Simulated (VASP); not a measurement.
# Bi2Te3 (R-3m) in VASP: further runs

Runs on Bi2Te3. Level: PBE. Tasks: single point.

Program: VASP 6.6.1. These are calculated values, not measurements. Logs are shortened: lines on timing, memory, paths and dates and some standing lists are left out, and cuts for length are marked.

## (1) The cell of the first run

Symmetry: R-3m, No. 166, trigonal system. Conventional cell: a = 4.386 Å, b = 4.386 Å, c = 30.497 Å, α = 90.00°, β = 90.00°, γ = 120.00°. Bi (site symmetry 3m) has 6 Te at 3.07 to 3.25 Å within 4.0 Å. Within 4.6 Å of Te (site symmetry -3m) lie 6 Bi at 3.25 Å and 12 Te at 4.39 to 4.55 Å. Within 4.0 Å of Te (site symmetry 3m) lie 3 Bi at 3.07 Å and 3 Te at 3.64 Å.

## (2) Single point, PBE

INCAR reads:

```
  PREC = Accurate
  ENCUT = 500
  EDIFF = 1E-6
  ISMEAR = 0
  SIGMA = 0.01
  LREAL = F
  LASPH = T
  NELM = 120
  ALGO = Normal
  ISIF = 2
  LWAVE = F
  LCHARG = T
  GGA = PE
  LELF = T
  LVHAR = T
  NBANDS = 32
  GGA_COMPAT = F
```

KPOINTS reads:

```
Automatic mesh
0
Gamma
  6 6 6
```

POSCAR reads:

```
Bi2Te3
1.0
    2.1930000000      1.2661291403     10.1656666667
   -2.1930000000      1.2661291403     10.1656666667
    0.0000000000     -2.5322582807     10.1656666667
Bi Te
2 3
Direct
    0.3999966667      0.3999966667      0.3999966667
    0.6000033333      0.6000033333      0.6000033333
    0.0000000000      0.0000000000      0.0000000000
    0.2095033333      0.2095033333      0.2095033333
    0.7904966667      0.7904966667      0.7904966667
```

Potentials or basis: VASP PAW PBE potentials, release 64 (Bi_d, Te).

Command:

```
$ cat potpaw_PBE.64/Bi_d/POTCAR potpaw_PBE.64/Te/POTCAR > POTCAR
$ mpirun -np 1 vasp_std > vasp.out
```

OUTCAR:

```text
PREC = Accurate
   ENCUT = 500
   EDIFF = 1E-6
   ISMEAR = 0
   LREAL = F
   LASPH = T
   NELM = 120
   ISIF = 2
   GGA = PE

 ion  position               nearest neighbor table
   1  0.400  0.400  0.400-   5 3.07   5 3.07   5 3.07   3 3.25   3 3.25   3 3.25
   2  0.600  0.600  0.600-   4 3.07   4 3.07   4 3.07   3 3.25   3 3.25   3 3.25
   3  0.000  0.000  0.000-   2 3.25   1 3.25   2 3.25   2 3.25   1 3.25   1 3.25
   4  0.210  0.210  0.210-   2 3.07   2 3.07   2 3.07   5 3.64   5 3.64   5 3.64
   5  0.790  0.790  0.790-   1 3.07   1 3.07   1 3.07   4 3.64   4 3.64   4 3.64

  LATTYP: Found a trigonal (rhomboedric) cell.
 ALAT       =    10.4763118882
 COS(alpha) =     0.9123624111

  Lattice vectors:

 A1 = (   2.1930000000,   1.2661291403,  10.1656666667)
 A2 = (  -2.1930000000,   1.2661291403,  10.1656666667)
 A3 = (   0.0000000000,  -2.5322582807,  10.1656666667)

Analysis of symmetry for initial positions (statically):
=====================================================================
 Subroutine PRICEL returns:
 Original cell was already a primitive cell.

 Routine SETGRP: Setting up the symmetry group for a
 trigonal (rhombohedral) supercell.

 Subroutine GETGRP returns: Found 12 space group operations
 (whereof 12 operations were pure point group operations)
 out of a pool of 12 trial point group operations.

The static configuration has the point symmetry D_3d.

Analysis of symmetry for dynamics (positions and initial velocities):
=====================================================================
 Subroutine PRICEL returns:
 Original cell was already a primitive cell.

 Routine SETGRP: Setting up the symmetry group for a
 trigonal (rhombohedral) supercell.

 Subroutine GETGRP returns: Found 12 space group operations
 (whereof 12 operations were pure point group operations)
 out of a pool of 12 trial point group operations.

The dynamic configuration has the point symmetry D_3d.

 Subroutine INISYM returns: Found 12 space group operations
 (whereof 12 operations are pure point group operations),
 and found     1 'primitive' translations

----------------------------------------------------------------------------------------

                                     Primitive cell

  volume of cell :     169.3572

  direct lattice vectors                    reciprocal lattice vectors
     2.193000000  1.266129140 10.165666667     0.227998176  0.131634808  0.032790111
    -2.193000000  1.266129140 10.165666667    -0.227998176  0.131634808  0.032790111
     0.000000000 -2.532258281 10.165666667     0.000000000 -0.263269617  0.032790111

  length of vectors
    10.476311888 10.476311888 10.476311888     0.265303755  0.265303755  0.265303755

  position of ions in fractional coordinates (direct lattice)
     0.399996667  0.399996667  0.399996667
     0.600003333  0.600003333  0.600003333
     0.000000000  0.000000000  0.000000000
     0.209503333  0.209503333  0.209503333
     0.790496667  0.790496667  0.790496667

  ion indices of the primitive-cell ions
   primitive index   ion index
                 1           1
                 2           2
                 3           3
                 4           4
                 5           5

----------------------------------------------------------------------------------------

 KPOINTS: Automatic mesh

Automatic generation of k-mesh.
 Grid dimensions read from file:
 generate k-points for:    6    6    6

 Generating k-lattice:

  Cartesian coordinates                     Fractional coordinates (reciprocal lattice)
     0.037999696  0.021939135  0.005465018     0.166666667  0.000000000  0.000000000
    -0.037999696  0.021939135  0.005465018     0.000000000  0.166666667  0.000000000
     0.000000000 -0.043878269  0.005465018     0.000000000  0.000000000  0.166666667

  Length of vectors
     0.044217292  0.044217292  0.044217292

  Shift w.r.t. Gamma in fractional coordinates (k-lattice)
     0.000000000  0.000000000  0.000000000

 Subroutine IBZKPT returns following result:
 ===========================================

 Found     32 irreducible k-points:

 Following reciprocal coordinates:
            Coordinates               Weight
  0.000000  0.000000  0.000000      1.000000
  0.166667 -0.000000  0.000000      6.000000
  0.333333  0.000000  0.000000      6.000000
  0.500000 -0.000000  0.000000      3.000000
  0.166667  0.166667  0.000000      6.000000
  0.333333  0.166667  0.000000     12.000000
[... 16 lines left out ...]
  0.500000  0.500000  0.166667      6.000000
 -0.333333  0.500000  0.166667     12.000000
 [... further k-points ...]
   k-points           NKPTS =     32   k-points in BZ     NKDIM =     32   number of bands    NBANDS=     32
   number of dos      NEDOS =    301   number of ions     NIONS =      5
   total plane-waves  NPLWV = 512000
   dimension x,y,z NGX =    80 NGY =   80 NGZ =   80
   dimension x,y,z NGXF=   160 NGYF=  160 NGZF=  160
   ions per type =               2   3
   NGX,Y,Z   is equivalent  to a cutoff of  12.69, 12.69, 12.69 a.u.
   NGXF,Y,Z  is equivalent  to a cutoff of  25.39, 25.39, 25.39 a.u.
 SYSTEM =  unknown system
   PREC   = accura    normal or accurate (medium, high low for compatibility)
   ISTART =      0    job   : 0-new  1-cont  2-samecut
   ICHARG =      2    charge: 1-file 2-atom 10-const
   ISPIN  =      1    spin polarized calculation?
   LNONCOLLINEAR =      F non collinear calculations
   LSORBIT =      F    spin-orbit coupling
   LASPH  =      T    aspherical Exc in radial PAW
   ENCUT  =  500.0 eV  36.75 Ry    6.06 a.u.  19.10 19.10 19.10*2*pi/ulx,y,z
   NELM   =    120;   NELMIN=  2; NELMDL= -5     # of ELM steps
   EDIFF  = 0.1E-05   stopping-criterion for ELM
   LREAL  =      F    real-space projection
   EDIFFG = 0.1E-04   stopping-criterion for IOM
   NSW    =      0    number of steps for IOM
   IBRION =     -1    ionic relax: 0-MD 1-quasi-New 2-CG
   NFREE  =      0    steps in history (QN), initial steepest desc. (CG)
   ISIF   =      2    stress and relaxation
   ISYM   =      2    0-nonsym 1-usesym 2-fastsym
   POTIM  = 0.5000    time-step for ionic-motion
   TEBEG  =    0.0;   TEEND  =   0.0 temperature during run
   PSTRESS=    0.0 pullay stress
   NELECT =      48.0000    total number of electrons
   NUPDOWN=      -1.0000    fix difference up-down
   EMIN   =  10.00;   EMAX   =-10.00  energy-range for DOS
   EFERMI =   0.00;   METHOD = LEGACY
   ISMEAR =     0;   SIGMA  =   0.01  broadening in eV -4-tet -1-fermi 0-gaus
   EFERMI_NEDOS =   21; number of points for ismear=-14 and -15
   IALGO  =     38    algorithm
   IMIX   =      4    mixing-type and parameters
     AMIX     =   0.40;   BMIX     =  1.00
     AMIX_MAG =   1.60;   BMIX_MAG =  1.00
  volume/ion in A,a.u.               =      33.87       228.58
  Fermi-wavevector in a.u.,A,eV,Ry     =   1.075360  2.032136 15.733774  1.156400
  Thomas-Fermi vector in A             =   2.211215
   LORBIT       =      0    0 simple, 1 ext, 2 COOP (PROOUT), +10 PAW based schemes
   GGA     = PE    functional components
   LHFCALC =     F    Hartree Fock is set to
   AEXX    =    0.0000 exact exchange contribution
   IVDW    =     0    specifies the selected vdW correction
   LEPSILON=     F    determine dielectric tensor
   LRPA    =     F    only Hartree local field effects (RPA)
 non-spin polarized calculation
 Gauss-broadening in eV      SIGMA  =   0.01
  energy-cutoff  :      500.00
  volume of cell :      169.36
 maximum number of plane-waves:      4324
 NGX is ok and might be reduce to    80
   NGX = 39   NGY = 39   NGZ = 39

 number of electron      48.0000004 magnetization

 Free energy of the ion-electron system (eV)
  ---------------------------------------------------
  ext. energy  EPLUGINS =         0.00000000
  ---------------------------------------------------
  free energy    TOTEN  =       -18.33545363 eV

  energy without entropy =      -18.33545363  energy(sigma->0) =      -18.33545363

 E-fermi :   6.3361     XC(G=0):  -9.3291

 val. band max:        6.2232868552   @ k =   0.0000   0.0000   0.0000
 cond. band min:       6.5042836025   @ k =   0.0000   0.0000   0.0000
 fundamental gap:      0.2809967473
 Fermi energy:         6.3361488447

 k-point     1 :       0.0000    0.0000    0.0000
  band No.  band energies     occupation
      1     -16.9963      2.00000
      2     -16.9963      2.00000
      3     -16.9949      2.00000
      4     -16.9949      2.00000
      5     -16.9874      2.00000
      6     -16.9860      2.00000
[... 24 lines left out ...]
     31      11.0343      0.00000
     32      11.5564      0.00000

 k-point     2 :       0.1667   -0.0000    0.0000
  band No.  band energies     occupation
      1     -16.9984      2.00000
      2     -16.9966      2.00000
      3     -16.9936      2.00000
      4     -16.9922      2.00000
      5     -16.9862      2.00000
      6     -16.9849      2.00000
[... 24 lines left out ...]
     31      10.3551      0.00000
     32      11.2220      0.00000

 k-point     3 :       0.3333    0.0000    0.0000
  band No.  band energies     occupation
      1     -17.0034      2.00000
      2     -17.0011      2.00000
      3     -16.9906      2.00000
      4     -16.9886      2.00000
      5     -16.9886      2.00000
      6     -16.9864      2.00000
[... 24 lines left out ...]
     31      10.3410      0.00000
     32      11.3716      0.00000

 k-point     4 :       0.5000   -0.0000    0.0000
  band No.  band energies     occupation
      1     -17.0062      2.00000
      2     -17.0035      2.00000
      3     -16.9904      2.00000
      4     -16.9899      2.00000
      5     -16.9877      2.00000
      6     -16.9876      2.00000
[... 654 lines left out ...]
     31      10.1798      0.00000
     32      11.9994      0.00000

 k-point    23 :       0.5000    0.5000    0.1667
  band No.  band energies     occupation
      1     -17.0034      2.00000
      2     -17.0011      2.00000
      3     -16.9906      2.00000
      4     -16.9886      2.00000
      5     -16.9886      2.00000
      6     -16.9865      2.00000
[... 24 lines left out ...]
     31      10.2999      0.00000
     32      11.1805      0.00000

 k-point    24 :      -0.3333    0.5000    0.1667
  band No.  band energies     occupation
      1     -17.0028      2.00000
      2     -17.0008      2.00000
      3     -16.9925      2.00000
      4     -16.9899      2.00000
      5     -16.9875      2.00000
      6     -16.9858      2.00000
[... 24 lines left out ...]
     31      10.8996      0.00000
     32      11.5250      0.00000

 [... further k-points ...]

------------------------ aborting loop because EDIFF is reached ----------------------------------------

  FORCE on cell =-STRESS in cart. coord.  units (eV):
  Direction    XX          YY          ZZ          XY          YZ          ZX
  --------------------------------------------------------------------------------------
  -------------------------------------------------------------------------------------
  Total        2.0583772      2.0583772      1.8759200      0.0000000     -0.0000000      0.0000000
  in kB       19.4729520     19.4729520     17.7468442      0.0000000     -0.0000000      0.0000000
  external PRESSURE =      18.8975827 kB  Pullay stress =       0.0000000 kB

 VOLUME and BASIS-vectors are now :
 -----------------------------------------------------------------------------
  energy-cutoff  :      500.00
  volume of cell :      169.36
      direct lattice vectors                 reciprocal lattice vectors
     2.193000000  1.266129140 10.165666667     0.227998176  0.131634808  0.032790111
    -2.193000000  1.266129140 10.165666667    -0.227998176  0.131634808  0.032790111
     0.000000000 -2.532258281 10.165666667     0.000000000 -0.263269617  0.032790111

 POSITION                                       TOTAL-FORCE (eV/Angst)
 -----------------------------------------------------------------------------------
      0.00000     -0.00000     12.19870         0.000000     -0.000000      0.016553
      0.00000     -0.00000     18.29830         0.000000      0.000000     -0.016553
      0.00000      0.00000      0.00000        -0.000000      0.000000      0.000000
      0.00000     -0.00000      6.38922         0.000000     -0.000000      0.024400
      0.00000     -0.00000     24.10778         0.000000      0.000000     -0.024400
 -----------------------------------------------------------------------------------
    total drift:                               -0.000000     -0.000000     -0.000000

  FREE ENERGIE OF THE ION-ELECTRON SYSTEM (eV)
  ---------------------------------------------------
  free  energy   TOTEN  =       -18.3354536327 eV

  energy  without entropy=      -18.3354536327  energy(sigma->0) =      -18.33545363
```

Run time: 7.2 min. Hardware: 1 thread of Intel Xeon 6975P-C (Granite Rapids), shared host; peak memory 0.93 GiB.

Results:

```yaml
Free_energy: -18.3355 eV
Pressure: 1.9 GPa
Largest_force: 0.024 eV/Å
Band_gap_on_the_k_mesh: 0.28 eV
```

Forces on the atoms (eV/Å):
```
Bi   0.000  0.000  0.017
Bi   0.000  0.000 -0.017
Te   0.000  0.000  0.000
Te   0.000  0.000  0.024
Te   0.000  0.000 -0.024
```

Caveat: spin-orbit coupling is left out, which moves the levels of the heavy elements.

## (3) Single point, PBE

INCAR reads:

```
SYSTEM = Bi2Te3
PREC     = Accurate       ! precision mode
ENCUT    = 500            ! plane-wave cutoff, eV
EDIFF    = 1E-6           ! SCF threshold, eV
ISMEAR   = 0              ! smearing method
SIGMA    = 0.01           ! smearing width, eV
LREAL    = .False.        ! projectors in reciprocal space
LASPH    = .True.         ! aspherical terms in the spheres
NELM     = 120            ! most SCF steps
ALGO     = Normal         ! electronic algorithm
ISIF     = 2              ! what is computed and relaxed
LWAVE    = .False.        ! write WAVECAR
LCHARG   = .False.        ! write CHGCAR
GGA      = PE             ! functional
NBANDS   = 32             ! bands
GGA_COMPAT= .False.
```

KPOINTS reads:

```
Automatic mesh
0
Gamma
  6 6 6
  0 0 0
```

POSCAR is that of step 2.

Potentials or basis: VASP PAW PBE potentials, release 64 (Bi_d, Te).

Command:

```
$ cat potpaw_PBE.64/Bi_d/POTCAR potpaw_PBE.64/Te/POTCAR > POTCAR
$ mpirun -np 1 vasp_std > vasp.out
```

It took 6.5 min on 1 thread of Intel Xeon 6975P-C (Granite Rapids), shared host; peak memory 0.92 GiB.

The run converged. Its results:

- Free energy: -18.3355 eV
- Pressure: 1.9 GPa
- Largest force: 0.024 eV/Å
- Band gap on the k mesh: 0.28 eV

Forces on the atoms (eV/Å):
```
Bi   0.000  0.000  0.017
Bi   0.000  0.000 -0.017
Te   0.000  0.000  0.000
Te   0.000  0.000  0.024
Te   0.000  0.000 -0.024
```

Stress tensor (GPa, compression positive):
```
1.95 0.00 0.00
0.00 1.95 0.00
0.00 0.00 1.77
```

Levels at points of the mesh, in eV from the valence-band top:
| k point | band 22 | band 23 | band 24 | band 25 | band 26 | band 27 |
| --- | --- | --- | --- | --- | --- | --- |
| (0.00, 0.00, 0.00) | -0.87 | -0.87 | 0.00 | 0.28 | 0.65 | 0.65 |
| (0.50, 0.00, 0.00) | -2.42 | -0.92 | -0.51 | 0.57 | 1.05 | 2.74 |
| (0.50, 0.50, 0.00) | -1.82 | -1.56 | -0.96 | 0.85 | 1.51 | 2.05 |
| (0.50, 0.50, 0.50) | -1.16 | -1.16 | -0.44 | 0.83 | 1.13 | 1.13 |

Caveat: spin-orbit coupling is left out, which moves the levels of the heavy elements.
